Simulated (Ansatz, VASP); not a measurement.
**One calculation of AlN, two programs**

File INCAR:

```
SYSTEM = AlN
PREC = Accurate ; ENCUT = 520
EDIFF = 1E-6 ; ISMEAR = 0
SIGMA = 0.05 ; LREAL = .FALSE.
LASPH = .TRUE. ; NELM = 60
ALGO = Normal ; ISIF = 2
LWAVE = .FALSE. ; LCHARG = .TRUE.
GGA = PS ; LELF = .TRUE.
LVHAR = .TRUE. ; NBANDS = 16
```

KPOINTS

```
regular mesh
0
G
  9 9 6
  0 0 0
```

File POSCAR:

```
AlN
1.0
    3.1467931860      0.0000000000      0.0000000000
   -1.5733965930      2.7252028395      0.0000000000
    0.0000000000      0.0000000000      4.0099585569
Al N
2 2
Direct
    0.3333333333      0.6666666667      0.7500000000
    0.6666666667      0.3333333333      0.2500000000
    0.3333333333      0.6666666667      0.2500000000
    0.6666666667      0.3333333333      0.7500000000
```

Input for Ansatz:

```yaml
crystal:
  lattice:
    - [3.146793186, 0.0, 0.0]
    - [-1.573396593, 2.7252028395, 0.0]
    - [0.0, 0.0, 4.0099585569]
  atoms:
    - { symbol: Al, position: [0.3333333333, 0.6666666667, 0.75] }
    - { symbol: Al, position: [0.6666666667, 0.3333333333, 0.25] }
    - { symbol: "N", position: [0.3333333333, 0.6666666667, 0.25] }
    - { symbol: "N", position: [0.6666666667, 0.3333333333, 0.75] }
basis:
  ecutwfc: 520.0
kpoints:
  mp_grid: { grid: [9, 9, 6] }
hamiltonian:
  xc: pbesol
  pseudopotentials: { kind: paw, azcp: { folder: soft_1 } }
scf:
  occupations: { method: gaussian, width: 0.05 }
output:
  forces: true
  stress: true
  eigenvalues: true
```

Alike in both runs: task single point; functional PBEsol; k mesh 9 × 9 × 6; occupations gaussian, width 0.05 eV; no spin polarisation.

```csv
,VASP,Ansatz
version,VASP 6.6.1,Ansatz 0.2.0
potentials or method,"VASP PAW PBE potentials, release 64 (Al, N), cutoff 520 eV","scalar-relativistic, plane waves, PAW"
valence electrons in the cell,16,16
```

```csv
,VASP,Ansatz,Ansatz less VASP
gap on the k mesh at the Fermi level (eV),4.21,4.22,+0.011
least direct gap on the mesh (eV),4.25,4.23,-0.018
```

VASP's potentials were made for PBE, not for PBEsol, and Ansatz warns of the same on its side.
